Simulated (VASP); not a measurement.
Write the native input for VASP 6.6.1 that does the following.

```yaml
Task: relaxation of cell and atoms
Functional: PBE
Potentials_or_basis: VASP PAW PBE potentials, release 64 (Al)
Cutoff: 600 eV
k_mesh: 60 × 60 × 60
Occupations: gaussian, width 0.1 eV
Spin: no spin polarisation
Dipole_correction: no
Further_INCAR_settings: ALGO = Fast; EDIFF = 1e-06; IBRION = 2; EDIFFG = -0.003; NSW = 80; ISIF = 3
```

The structure of Al lies in POSCAR:

```
Al
1.0
    0.0000000000      2.0200000000      2.0200000000
    2.0200000000      0.0000000000      2.0200000000
    2.0200000000      2.0200000000      0.0000000000
Al
1
Direct
    0.0000000000      0.0000000000      0.0000000000
```

One way to write it, as run:

INCAR

```
SYSTEM = Al
  PREC = Accurate
  ENCUT = 600
  EDIFF = 1E-6
  ISMEAR = 0
  SIGMA = 0.1
  LREAL = .False.
  LASPH = .True.
  NELM = 100
  ALGO = Fast
  ISIF = 3
  LWAVE = .False.
  LCHARG = .False.
  GGA = PE
  IBRION = 2
  NSW = 80
  EDIFFG = -0.003
```

KPOINTS

```
Automatic mesh
0
Gamma
  60 60 60
  0 0 0
```

Potentials or basis: VASP PAW PBE potentials, release 64 (Al).

Run with:

```bash
$ cat potpaw_PBE.64/Al/POTCAR > POTCAR
$ mpirun -np 1 vasp_std > vasp.out
```

It gave:

```json
{"Pressure after relaxing": "0.0 GPa", "Band gap on the k mesh": "zero (an odd number of electrons rules out a gap without spin polarisation)"}
```

Caveat: the relaxation stopped at its first step, so nothing moved.

It took 6 min on 1 thread of Oxide Virtual Turin-like Processor (shared host), peak memory 0.61 GiB.
